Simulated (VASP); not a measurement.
# Hg (C2/m) in VASP: single point with PBEsol

Aim: the single point of Hg with PBEsol.

All numbers are computed with VASP 6.6.1; they aren't measurements. Logs are shortened: lines on timing, memory, paths and dates and some standing lists are left out, and cuts for length are marked.

## (1) The cell of the first run

The structure is monoclinic, space group C2/m (No. 12). The conventional cell has a = 5.279 Å, b = 3.737 Å, c = 7.659 Å, α = 90.00°, β = 109.32°, γ = 90.00°. Hg (site symmetry m) has 14 Hg at 3.06 to 4.03 Å within 4.1 Å. Hg (site symmetry 2/m) has 14 Hg at 3.06 to 3.76 Å within 4.0 Å.

## (2) Single point, PBEsol

Input file INCAR:

```
SYSTEM = Hg
PREC     = Accurate       ! precision mode
ENCUT    = 520            ! plane-wave cutoff, eV
EDIFF    = 1E-6           ! SCF threshold, eV
ISMEAR   = 0              ! smearing method
SIGMA    = 0.02           ! smearing width, eV
LREAL    = .False.        ! projectors in reciprocal space
LASPH    = .True.         ! aspherical terms in the spheres
NELM     = 80             ! most SCF steps
ALGO     = Fast           ! electronic algorithm
ISIF     = 2              ! what is computed and relaxed
LWAVE    = .False.        ! write WAVECAR
LCHARG   = .True.         ! write CHGCAR
GGA      = PS             ! functional
LELF     = .True.         ! ELF
LVHAR    = .True.       
NBANDS   = 25             ! bands
```

Input file KPOINTS:

```
regular mesh
0
Gamma
  12 12 4
  0 0 0
```

Input file POSCAR:

```
Hg
1.0
    2.6335126062     -1.8685047226     -0.1796241636
    2.6335126062      1.8685047226     -0.1796241636
   -2.2468679236      0.0000000000      7.3978265527
Hg
3
Direct
    0.7200584560      0.7200584560      0.3335802259
    0.2799415440      0.2799415440      0.6664197741
    0.0000000000      0.0000000000      0.0000000000
```

Potentials or basis: VASP PAW PBE potentials, release 64 (Hg).

The run is started by

```console
$ cat potpaw_PBE.64/Hg/POTCAR > POTCAR
$ mpirun -np 1 vasp_std > vasp.out
```

OUTCAR:

```text
SYSTEM = Hg
   PREC = Accurate
   ENCUT = 520
   EDIFF = 1E-6
   ISMEAR = 0
   LREAL = .False.
   LASPH = .True.
   NELM = 80
   ISIF = 2
   GGA = PS

 ion  position               nearest neighbor table
   1  0.720  0.720  0.334-   3 3.06   3 3.06   2 3.10   2 3.10   2 3.16   3 3.40   3 3.76
   2  0.280  0.280  0.666-   3 3.06   3 3.06   1 3.10   1 3.10   1 3.16   3 3.40   3 3.76
   3  0.000  0.000  0.000-   1 3.06   1 3.06   2 3.06   2 3.06   1 3.40   2 3.40   1 3.76   2 3.76

  Warning from LATTYP: Got some problem with cell dimensions!
  Tried to take original basis but could not verify dimensions!
  LATTYP: Found a base centered monoclinic cell.
 ALAT       =     5.2792626330
 B/A-ratio  =     0.7078657958
 C/A-ratio  =     1.4508035860
 COS(beta)  =    -0.3308697346

  Lattice vectors:

 A1 = (  -2.6335126062,   1.8685047226,   0.1796241636)
 A2 = (  -2.6335126062,  -1.8685047226,   0.1796241636)
 A3 = (   3.0201572888,   0.0000000000,   7.0385782255)

Analysis of symmetry for initial positions (statically):
=====================================================================
 Subroutine PRICEL returns:
 Original cell was already a primitive cell.

 Routine SETGRP: Setting up the symmetry group for a
 base centered monoclinic supercell.

 Subroutine GETGRP returns: Found  4 space group operations
 (whereof  4 operations were pure point group operations)
 out of a pool of  4 trial point group operations.

The static configuration has the point symmetry C_2h.

Analysis of symmetry for dynamics (positions and initial velocities):
=====================================================================
 Subroutine PRICEL returns:
 Original cell was already a primitive cell.

 Routine SETGRP: Setting up the symmetry group for a
 base centered monoclinic supercell.

 Subroutine GETGRP returns: Found  4 space group operations
 (whereof  4 operations were pure point group operations)
 out of a pool of  4 trial point group operations.

The dynamic configuration has the point symmetry C_2h.

 Subroutine INISYM returns: Found  4 space group operations
 (whereof  4 operations are pure point group operations),
 and found     1 'primitive' translations

----------------------------------------------------------------------------------------

                                     Primitive cell

  volume of cell :      71.2972

  direct lattice vectors                    reciprocal lattice vectors
     2.633512606 -1.868504723 -0.179624164     0.193876815 -0.267593651  0.058884267
     2.633512606  1.868504723 -0.179624164     0.193876815  0.267593651  0.058884267
    -2.246867924  0.000000000  7.397826553     0.009414917  0.000000000  0.138034336

  length of vectors
     3.234032063  3.234032063  7.731510407     0.335651513  0.335651513  0.138355045

  position of ions in fractional coordinates (direct lattice)
     0.720058456  0.720058456  0.333580226
     0.279941544  0.279941544  0.666419774
     0.000000000  0.000000000  0.000000000

  ion indices of the primitive-cell ions
   primitive index   ion index
                 1           1
                 2           2
                 3           3

----------------------------------------------------------------------------------------

 KPOINTS: regular mesh

Automatic generation of k-mesh.
 Grid dimensions read from file:
 generate k-points for:   12   12    4

 Generating k-lattice:

  Cartesian coordinates                     Fractional coordinates (reciprocal lattice)
     0.016156401 -0.022299471  0.004907022     0.083333333  0.000000000  0.000000000
     0.016156401  0.022299471  0.004907022     0.000000000  0.083333333  0.000000000
     0.002353729  0.000000000  0.034508584     0.000000000  0.000000000  0.250000000

  Length of vectors
     0.027970959  0.027970959  0.034588761

  Shift w.r.t. Gamma in fractional coordinates (k-lattice)
     0.000000000  0.000000000  0.000000000

 Subroutine IBZKPT returns following result:
 ===========================================

 Found    164 irreducible k-points:

 Following reciprocal coordinates:
            Coordinates               Weight
  0.000000  0.000000  0.000000      1.000000
  0.083333 -0.000000  0.000000      4.000000
  0.166667 -0.000000  0.000000      4.000000
  0.250000 -0.000000 -0.000000      4.000000
  0.333333 -0.000000  0.000000      4.000000
  0.416667 -0.000000  0.000000      4.000000
[... 16 lines left out ...]
  0.500000  0.166667 -0.000000      4.000000
 -0.416667  0.166667 -0.000000      4.000000
 [... further k-points ...]
   k-points           NKPTS =    164   k-points in BZ     NKDIM =    164   number of bands    NBANDS=     25
   number of dos      NEDOS =    301   number of ions     NIONS =      3
   total plane-waves  NPLWV =  34560
   dimension x,y,z NGX =    24 NGY =   24 NGZ =   60
   dimension x,y,z NGXF=    48 NGYF=   48 NGZF=  120
   ions per type =               3
   NGX,Y,Z   is equivalent  to a cutoff of  12.34, 12.34, 12.90 a.u.
   NGXF,Y,Z  is equivalent  to a cutoff of  24.67, 24.67, 25.80 a.u.
 SYSTEM =  Hg
   PREC   = accura    normal or accurate (medium, high low for compatibility)
   ISTART =      0    job   : 0-new  1-cont  2-samecut
   ICHARG =      2    charge: 1-file 2-atom 10-const
   ISPIN  =      1    spin polarized calculation?
   LNONCOLLINEAR =      F non collinear calculations
   LSORBIT =      F    spin-orbit coupling
   LASPH  =      T    aspherical Exc in radial PAW
   ENCUT  =  520.0 eV  38.22 Ry    6.18 a.u.   6.01  6.01 14.38*2*pi/ulx,y,z
   NELM   =     80;   NELMIN=  2; NELMDL= -5     # of ELM steps
   EDIFF  = 0.1E-05   stopping-criterion for ELM
   LREAL  =      F    real-space projection
   EDIFFG = 0.1E-04   stopping-criterion for IOM
   NSW    =      0    number of steps for IOM
   IBRION =     -1    ionic relax: 0-MD 1-quasi-New 2-CG
   NFREE  =      0    steps in history (QN), initial steepest desc. (CG)
   ISIF   =      2    stress and relaxation
   ISYM   =      2    0-nonsym 1-usesym 2-fastsym
   POTIM  = 0.5000    time-step for ionic-motion
   TEBEG  =    0.0;   TEEND  =   0.0 temperature during run
   PSTRESS=    0.0 pullay stress
   NELECT =      36.0000    total number of electrons
   NUPDOWN=      -1.0000    fix difference up-down
   EMIN   =  10.00;   EMAX   =-10.00  energy-range for DOS
   EFERMI =   0.00;   METHOD = LEGACY
   ISMEAR =     0;   SIGMA  =   0.02  broadening in eV -4-tet -1-fermi 0-gaus
   EFERMI_NEDOS =   21; number of points for ismear=-14 and -15
   IALGO  =     68    algorithm
   IMIX   =      4    mixing-type and parameters
     AMIX     =   0.40;   BMIX     =  1.00
     AMIX_MAG =   1.60;   BMIX_MAG =  1.00
  volume/ion in A,a.u.               =      23.77       160.38
  Fermi-wavevector in a.u.,A,eV,Ry     =   1.303621  2.463487 23.122135  1.699429
  Thomas-Fermi vector in A             =   2.434611
   LORBIT       =      0    0 simple, 1 ext, 2 COOP (PROOUT), +10 PAW based schemes
   GGA     = PS    functional components
   LHFCALC =     F    Hartree Fock is set to
   AEXX    =    0.0000 exact exchange contribution
   IVDW    =     0    specifies the selected vdW correction
   LEPSILON=     F    determine dielectric tensor
   LRPA    =     F    only Hartree local field effects (RPA)
 non-spin polarized calculation
 RMM-DIIS sequential band-by-band and
 Gauss-broadening in eV      SIGMA  =   0.02
  energy-cutoff  :      520.00
  volume of cell :       71.30
 maximum number of plane-waves:      1944
   NGX = 13   NGY = 13   NGZ = 29

 number of electron      36.0000006 magnetization

 Free energy of the ion-electron system (eV)
  ---------------------------------------------------
  ext. energy  EPLUGINS =         0.00000000
  ---------------------------------------------------
  free energy    TOTEN  =        -1.67969958 eV

  energy without entropy =       -1.67963504  energy(sigma->0) =       -1.67966731

 E-fermi :   2.5401     XC(G=0): -11.0076

 val. band max:        2.5307274178   @ k =  -0.4167   0.0833   0.2500
 cond. band min:       2.5791842393   @ k =   0.5000   0.3333   0.2500
 fundamental gap:      0.0484568215
 Fermi energy:         2.5401381115

 k-point     1 :       0.0000    0.0000    0.0000
  band No.  band energies     occupation
      1      -6.5586      2.00000
      2      -5.1902      2.00000
      3      -5.1643      2.00000
      4      -4.9505      2.00000
      5      -4.8437      2.00000
      6      -4.6792      2.00000
[... 17 lines left out ...]
     24      12.7863      0.00000
     25      15.6658      0.00000

 k-point     2 :       0.0833   -0.0000    0.0000
  band No.  band energies     occupation
      1      -6.4233      2.00000
      2      -5.1416      2.00000
      3      -5.0843      2.00000
      4      -4.9245      2.00000
      5      -4.8296      2.00000
      6      -4.6730      2.00000
[... 17 lines left out ...]
     24      12.7040      0.00000
     25      16.0957      0.00000

 k-point     3 :       0.1667   -0.0000    0.0000
  band No.  band energies     occupation
      1      -6.0411      2.00000
      2      -5.0537      2.00000
      3      -4.9819      2.00000
      4      -4.8150      2.00000
      5      -4.7608      2.00000
      6      -4.6719      2.00000
[... 17 lines left out ...]
     24      12.6307      0.00000
     25      14.1041      0.00000

 k-point     4 :       0.2500   -0.0000   -0.0000
  band No.  band energies     occupation
      1      -5.5347      2.00000
      2      -5.0532      2.00000
      3      -5.0132      2.00000
      4      -4.7951      2.00000
      5      -4.7464      2.00000
      6      -4.6513      2.00000
[... 17 lines left out ...]
     24      11.7241      0.00000
     25      12.4277      0.00000
[... 477 lines left out ...]
 k-point    22 :       0.4167    0.1667    0.0000
  band No.  band energies     occupation
      1      -5.2123      2.00000
      2      -5.1575      2.00000
      3      -4.8943      2.00000
      4      -4.7807      2.00000
      5      -4.7222      2.00000
      6      -4.5712      2.00000
[... 17 lines left out ...]
     24      10.0118      0.00000
     25      12.8996      0.00000

 k-point    23 :       0.5000    0.1667   -0.0000
  band No.  band energies     occupation
      1      -5.2735      2.00000
      2      -5.1756      2.00000
      3      -4.9072      2.00000
      4      -4.8260      2.00000
      5      -4.8009      2.00000
      6      -4.5712      2.00000
[... 17 lines left out ...]
     24       9.1133      0.00000
     25      12.0433      0.00000

 k-point    24 :      -0.4167    0.1667   -0.0000
  band No.  band energies     occupation
      1      -5.2708      2.00000
      2      -5.1452      2.00000
      3      -4.8834      2.00000
      4      -4.8447      2.00000
      5      -4.8144      2.00000
      6      -4.5717      2.00000
[... 17 lines left out ...]
     24       9.4000      0.00000
     25      11.2345      0.00000

 [... further k-points ...]
[... 5 lines left out ...]
  --------------------------------------------------------------------------------------
  -------------------------------------------------------------------------------------
  Total        0.1186872      0.1504809      0.1829735      0.0000000      0.0000000      0.0057683
  in kB        2.6671162      3.3815793      4.1117459      0.0000000      0.0000000      0.1296234
  external PRESSURE =       3.3868138 kB  Pullay stress =       0.0000000 kB

 VOLUME and BASIS-vectors are now :
 -----------------------------------------------------------------------------
  energy-cutoff  :      520.00
  volume of cell :       71.30
      direct lattice vectors                 reciprocal lattice vectors
     2.633512606 -1.868504723 -0.179624164     0.193876815 -0.267593651  0.058884267
     2.633512606  1.868504723 -0.179624164     0.193876815  0.267593651  0.058884267
    -2.246867924  0.000000000  7.397826553     0.009414917  0.000000000  0.138034336

 POSITION                                       TOTAL-FORCE (eV/Angst)
 -----------------------------------------------------------------------------------
      3.04306      0.00000      2.20909        -0.000932      0.000000     -0.000322
     -0.02290      0.00000      4.82949         0.000932      0.000000      0.000322
      0.00000      0.00000      0.00000         0.000000      0.000000      0.000000
 -----------------------------------------------------------------------------------
    total drift:                               -0.000000     -0.000000      0.000000

  FREE ENERGIE OF THE ION-ELECTRON SYSTEM (eV)
  ---------------------------------------------------
  free  energy   TOTEN  =        -1.6796995787 eV

  energy  without entropy=       -1.6796350449  energy(sigma->0) =       -1.67966731
```

Wall time 2.7 min (1 thread of AMD EPYC 7R13 (Zen 3), shared host); peak memory 0.31 GiB.

What came out:

- Free energy: -1.6797 eV
- Pressure: 0.3 GPa
- Band gap on the k mesh: zero (bands 18 and 19 overlap by 2.44 eV)

Stress tensor (GPa, compression positive):
```
0.27 0.00 0.01
0.00 0.34 0.00
0.01 0.00 0.41
```

Caveat: the PAW data sets were made with another functional, which shifts forces and pressure a little; spin-orbit coupling is left out, which moves the levels of the heavy elements.
